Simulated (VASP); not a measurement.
# CoSn (P6/mmm) in VASP: further runs, part 2 of 3

VASP 6.6.1.

## Step 4: Single point, PBE (16.10 Å³/atom)

This run uses another cell than the first one, of 16.10 Å³/atom.

Input file INCAR:

```
SYSTEM = CoSn
PREC     = Accurate       ! precision mode
ENCUT    = 600            ! plane-wave cutoff, eV
EDIFF    = 1E-6           ! SCF threshold, eV
ISMEAR   = 0              ! smearing method
SIGMA    = 0.1            ! smearing width, eV
LREAL    = .FALSE.        ! projectors in reciprocal space
LASPH    = .TRUE.         ! aspherical terms in the spheres
NELM     = 120            ! most SCF steps
ALGO     = Normal         ! electronic algorithm
ISIF     = 2              ! what is computed and relaxed
LWAVE    = .FALSE.        ! write WAVECAR
LCHARG   = .FALSE.        ! write CHGCAR
GGA      = PE             ! functional
NBANDS   = 44             ! bands
GGA_COMPAT= .FALSE.
```

Input file KPOINTS:

```
regular mesh
0
G
  12 12 8
  0 0 0
```

Input file POSCAR:

```
CoSn
1.0
    5.1884610938      0.0000000000      0.0000000000
   -2.5942305469      4.4933391138      0.0000000000
    0.0000000000      0.0000000000      4.1439310428
Co Sn
3 3
Direct
    0.0000000000      0.5000000000      0.0000000000
    0.5000000000      0.5000000000      0.0000000000
    0.5000000000      0.0000000000      0.0000000000
    0.6666666667      0.3333333333      0.5000000000
    0.3333333333      0.6666666667      0.5000000000
    0.0000000000      0.0000000000      0.0000000000
```

Potentials or basis: VASP PAW PBE potentials, release 64 (Co, Sn_d).

Started as:

```sh
$ cat potpaw_PBE.64/Co/POTCAR potpaw_PBE.64/Sn_d/POTCAR > POTCAR
$ mpirun -np 1 vasp_std > vasp.out
```

OUTCAR:

```text
SYSTEM = CoSn
   PREC = Accurate
   ENCUT = 600
   EDIFF = 1E-6
   ISMEAR = 0
   LREAL = .FALSE.
   LASPH = .TRUE.
   NELM = 120
   ISIF = 2
   GGA = PE

 ion  position               nearest neighbor table
   1  0.000  0.500  0.000-   4 2.56   5 2.56   4 2.56   5 2.56   2 2.59   2 2.59   6 2.59   6 2.59
                             3 2.59   3 2.59
   2  0.500  0.500  0.000-   4 2.56   5 2.56   4 2.56   5 2.56   1 2.59   1 2.59   6 2.59   3 2.59
                             3 2.59   6 2.59
   3  0.500  0.000  0.000-   4 2.56   5 2.56   4 2.56   5 2.56   6 2.59   6 2.59   1 2.59   2 2.59
                             2 2.59   1 2.59
   4  0.667  0.333  0.500-   1 2.56   1 2.56   3 2.56   3 2.56   2 2.56   2 2.56   5 3.00   5 3.00
                             5 3.00   6 3.64   6 3.64   6 3.64   6 3.64   6 3.64   6 3.64
   5  0.333  0.667  0.500-   1 2.56   1 2.56   3 2.56   3 2.56   2 2.56   2 2.56   4 3.00   4 3.00
                             4 3.00   6 3.64   6 3.64   6 3.64   6 3.64   6 3.64   6 3.64
   6  0.000  0.000  0.000-   3 2.59   3 2.59   1 2.59   1 2.59   2 2.59   2 2.59   5 3.64   4 3.64
                             5 3.64   4 3.64   4 3.64   5 3.64   5 3.64   4 3.64   5 3.64   5 3.64

  LATTYP: Found a hexagonal cell.
 ALAT       =     5.1884610938
 C/A-ratio  =     0.7986821078

  Lattice vectors:

 A1 = (   5.1884610938,   0.0000000000,   0.0000000000)
 A2 = (  -2.5942305469,   4.4933391138,   0.0000000000)
 A3 = (   0.0000000000,   0.0000000000,   4.1439310428)

Analysis of symmetry for initial positions (statically):
=====================================================================
 Subroutine PRICEL returns:
 Original cell was already a primitive cell.

 Routine SETGRP: Setting up the symmetry group for a
 hexagonal supercell.

 Subroutine GETGRP returns: Found 24 space group operations
 (whereof 24 operations were pure point group operations)
 out of a pool of 24 trial point group operations.

The static configuration has the point symmetry D_6h.

Analysis of symmetry for dynamics (positions and initial velocities):
=====================================================================
 Subroutine PRICEL returns:
 Original cell was already a primitive cell.

 Routine SETGRP: Setting up the symmetry group for a
 hexagonal supercell.

 Subroutine GETGRP returns: Found 24 space group operations
 (whereof 24 operations were pure point group operations)
 out of a pool of 24 trial point group operations.

The dynamic configuration has the point symmetry D_6h.

 Subroutine INISYM returns: Found 24 space group operations
 (whereof 24 operations are pure point group operations),
 and found     1 'primitive' translations

----------------------------------------------------------------------------------------

                                     Primitive cell

  volume of cell :      96.6096

  direct lattice vectors                    reciprocal lattice vectors
     5.188461094  0.000000000  0.000000000     0.192735376  0.111275821  0.000000000
    -2.594230547  4.493339114  0.000000000     0.000000000  0.222551642  0.000000000
     0.000000000  0.000000000  4.143931043     0.000000000  0.000000000  0.241316757

  length of vectors
[... 49 lines left out ...]
  0.166667  0.000000  0.000000      6.000000
  0.250000  0.000000  0.000000      6.000000
  0.333333  0.000000  0.000000      6.000000
  0.416667  0.000000  0.000000      6.000000
[... 16 lines left out ...]
  0.250000  0.000000  0.125000     12.000000
  0.333333  0.000000  0.125000     12.000000
 [... further k-points ...]
   k-points           NKPTS =     95   k-points in BZ     NKDIM =     95   number of bands    NBANDS=     44
   number of dos      NEDOS =    301   number of ions     NIONS =      6
   total plane-waves  NPLWV =  63504
   dimension x,y,z NGX =    42 NGY =   42 NGZ =   36
   dimension x,y,z NGXF=    84 NGYF=   84 NGZF=   72
   ions per type =               3   3
   NGX,Y,Z   is equivalent  to a cutoff of  13.46, 13.46, 14.44 a.u.
   NGXF,Y,Z  is equivalent  to a cutoff of  26.91, 26.91, 28.88 a.u.
 SYSTEM =  CoSn
   PREC   = accura    normal or accurate (medium, high low for compatibility)
   ISTART =      0    job   : 0-new  1-cont  2-samecut
   ICHARG =      2    charge: 1-file 2-atom 10-const
   ISPIN  =      1    spin polarized calculation?
   LNONCOLLINEAR =      F non collinear calculations
   LSORBIT =      F    spin-orbit coupling
   LASPH  =      T    aspherical Exc in radial PAW
   ENCUT  =  600.0 eV  44.10 Ry    6.64 a.u.  10.36 10.36  8.28*2*pi/ulx,y,z
   NELM   =    120;   NELMIN=  2; NELMDL= -5     # of ELM steps
   EDIFF  = 0.1E-05   stopping-criterion for ELM
   LREAL  =      F    real-space projection
   EDIFFG = 0.1E-04   stopping-criterion for IOM
   NSW    =      0    number of steps for IOM
   IBRION =     -1    ionic relax: 0-MD 1-quasi-New 2-CG
   NFREE  =      0    steps in history (QN), initial steepest desc. (CG)
   ISIF   =      2    stress and relaxation
   ISYM   =      2    0-nonsym 1-usesym 2-fastsym
   POTIM  = 0.5000    time-step for ionic-motion
   TEBEG  =    0.0;   TEEND  =   0.0 temperature during run
   PSTRESS=    0.0 pullay stress
   NELECT =      69.0000    total number of electrons
   NUPDOWN=      -1.0000    fix difference up-down
   EMIN   =  10.00;   EMAX   =-10.00  energy-range for DOS
   EFERMI =   0.00;   METHOD = LEGACY
   ISMEAR =     0;   SIGMA  =   0.10  broadening in eV -4-tet -1-fermi 0-gaus
   EFERMI_NEDOS =   21; number of points for ismear=-14 and -15
   IALGO  =     38    algorithm
   IMIX   =      4    mixing-type and parameters
     AMIX     =   0.40;   BMIX     =  1.00
     AMIX_MAG =   1.60;   BMIX_MAG =  1.00
  volume/ion in A,a.u.               =      16.10       108.66
  Fermi-wavevector in a.u.,A,eV,Ry     =   1.463360  2.765349 29.135811  2.141422
  Thomas-Fermi vector in A             =   2.579464
   LORBIT       =      0    0 simple, 1 ext, 2 COOP (PROOUT), +10 PAW based schemes
   GGA     = PE    functional components
   LHFCALC =     F    Hartree Fock is set to
   AEXX    =    0.0000 exact exchange contribution
   IVDW    =     0    specifies the selected vdW correction
   LEPSILON=     F    determine dielectric tensor
   LRPA    =     F    only Hartree local field effects (RPA)
 non-spin polarized calculation
 Gauss-broadening in eV      SIGMA  =   0.10
  energy-cutoff  :      600.00
  volume of cell :       96.61
 maximum number of plane-waves:      3243
 NGX is ok and might be reduce to    42
   NGX = 21   NGY = 21   NGZ = 17

 number of electron      69.0000001 magnetization

 Free energy of the ion-electron system (eV)
  ---------------------------------------------------
  ext. energy  EPLUGINS =         0.00000000
  ---------------------------------------------------
  free energy    TOTEN  =       -33.09531248 eV

  energy without entropy =      -33.08399971  energy(sigma->0) =      -33.08965610

 E-fermi :  10.6115     XC(G=0): -12.0325

 val. band max:       10.6017324639   @ k =   0.3333   0.0000   0.1250
 cond. band min:      10.6378461281   @ k =   0.0833   0.0833   0.5000
 fundamental gap:      0.0361136642
 Fermi energy:        10.6115491537

 k-point     1 :       0.0000    0.0000    0.0000
  band No.  band energies     occupation
      1     -10.9092      2.00000
      2     -10.7936      2.00000
      3     -10.7936      2.00000
      4     -10.7913      2.00000
      5     -10.7913      2.00000
      6     -10.7060      2.00000
[... 1117 lines left out ...]
     43      15.6466      0.00000
     44      17.4335      0.00000

 [... further k-points ...]

------------------------ aborting loop because EDIFF is reached ----------------------------------------

  FORCE on cell =-STRESS in cart. coord.  units (eV):
  Direction    XX          YY          ZZ          XY          YZ          ZX
  --------------------------------------------------------------------------------------
  -------------------------------------------------------------------------------------
  Total        5.4772397      5.4772397      5.4306483      0.0000000      0.0000000      0.0000000
  in kB       90.8347555     90.8347555     90.0620808      0.0000000      0.0000000      0.0000000
  external PRESSURE =      90.5771973 kB  Pullay stress =       0.0000000 kB

 VOLUME and BASIS-vectors are now :
 -----------------------------------------------------------------------------
  energy-cutoff  :      600.00
  volume of cell :       96.61
      direct lattice vectors                 reciprocal lattice vectors
     5.188461094  0.000000000  0.000000000     0.192735376  0.111275821  0.000000000
    -2.594230547  4.493339114  0.000000000     0.000000000  0.222551642  0.000000000
     0.000000000  0.000000000  4.143931043     0.000000000  0.000000000  0.241316757

 POSITION                                       TOTAL-FORCE (eV/Angst)
 -----------------------------------------------------------------------------------
     -1.29712      2.24667      0.00000        -0.000000      0.000000      0.000000
      1.29712      2.24667      0.00000        -0.000000      0.000000      0.000000
      2.59423      0.00000      0.00000        -0.000000      0.000000      0.000000
      2.59423      1.49778      2.07197         0.000000      0.000000      0.000000
     -0.00000      2.99556      2.07197        -0.000000     -0.000000      0.000000
      0.00000      0.00000      0.00000         0.000000      0.000000      0.000000
 -----------------------------------------------------------------------------------
    total drift:                                0.000000      0.000000     -0.000000

  FREE ENERGIE OF THE ION-ELECTRON SYSTEM (eV)
  ---------------------------------------------------
  free  energy   TOTEN  =       -33.0953124818 eV

  energy  without entropy=      -33.0839997107  energy(sigma->0) =      -33.08965610
```

Wall time 3.9 min (1 thread of Intel Xeon 6975P-C (Granite Rapids), shared host); peak memory 0.51 GiB.

Results:

- Free energy: -33.0953 eV
- Pressure: 9.1 GPa
- Band gap on the k mesh: zero (an odd number of electrons rules out a gap without spin polarisation)

Stress tensor (GPa, compression positive):
```
9.08 0.00 0.00
0.00 9.08 0.00
0.00 0.00 9.01
```

Caveat: the cell stands under pressure; spin-orbit coupling is left out, which moves the levels of the heavy elements; the run has no spin polarisation, though such a crystal can be magnetic. Spin polarisation is off, so any magnetic state and its effect on volume and gap are missing.

## Step 5: Single point, PBE (16.62 Å³/atom)

This run uses another cell than the first one, of 16.62 Å³/atom.

Input file INCAR:

```
SYSTEM = CoSn
ALGO     = Normal         ! electronic algorithm
EDIFF    = 1E-6           ! SCF threshold, eV
ENCUT    = 600            ! plane-wave cutoff, eV
GGA      = PE             ! functional
GGA_COMPAT= .FALSE.      
ISIF     = 2              ! what is computed and relaxed
ISMEAR   = 0              ! smearing method
LASPH    = .TRUE.         ! aspherical terms in the spheres
LCHARG   = .FALSE.        ! write CHGCAR
LREAL    = .FALSE.        ! projectors in reciprocal space
LWAVE    = .FALSE.        ! write WAVECAR
NBANDS   = 44             ! bands
NELM     = 120            ! most SCF steps
PREC     = Accurate       ! precision mode
SIGMA    = 0.1            ! smearing width, eV
```

Input file KPOINTS:

```
k-points
0
G
  12 12 8
  0 0 0
```

POSCAR, as its differences from that of step 4:

```diff
@@ -2,5 +2,5 @@
 1.0
-    5.1884610938      0.0000000000      0.0000000000
-   -2.5942305469      4.4933391138      0.0000000000
-    0.0000000000      0.0000000000      4.1439310428
+    5.2430804876      0.0000000000      0.0000000000
+   -2.6215402438      4.5406408963      0.0000000000
+    0.0000000000      0.0000000000      4.1875545753
 Co Sn
```

Started as:

```sh
$ cat potpaw_PBE.64/Co/POTCAR potpaw_PBE.64/Sn_d/POTCAR > POTCAR
$ mpirun -np 1 vasp_std > vasp.out
```

Run time: 3.7 min. Hardware: 1 thread of Intel Xeon 6975P-C (Granite Rapids), shared host; peak memory 0.52 GiB.

Results (log left out):

```
Free energy            : -33.2212 eV
Pressure               : 4.1 GPa
Band gap on the k mesh : zero (an odd number of electrons rules out a gap without spin polarisation)
```

Levels at points of the mesh, in eV from the Fermi level:
| k point | band 32 | band 33 | band 34 | band 35 | band 36 | band 37 |
| --- | --- | --- | --- | --- | --- | --- |
| (0.00, 0.00, 0.00) | -0.43 | -0.40 | -0.40 | 0.54 | 0.67 | 1.42 |
| (0.50, 0.00, 0.00) | -0.41 | -0.41 | 0.75 | 1.05 | 1.75 | 1.84 |
| (0.00, 0.00, 0.50) | -0.50 | -0.49 | -0.49 | -0.39 | -0.39 | -0.14 |
| (0.50, 0.00, 0.50) | -0.69 | -0.49 | -0.43 | -0.39 | -0.12 | 0.45 |

Caveat: the cell stands under pressure; spin-orbit coupling is left out, which moves the levels of the heavy elements; the run has no spin polarisation, though such a crystal can be magnetic. Spin polarisation is off, so any magnetic state and its effect on volume and gap are missing.

(Continued in part 3 of 3.)

The gap in the log of VASP goes by the Fermi energy; the results here count the filled bands.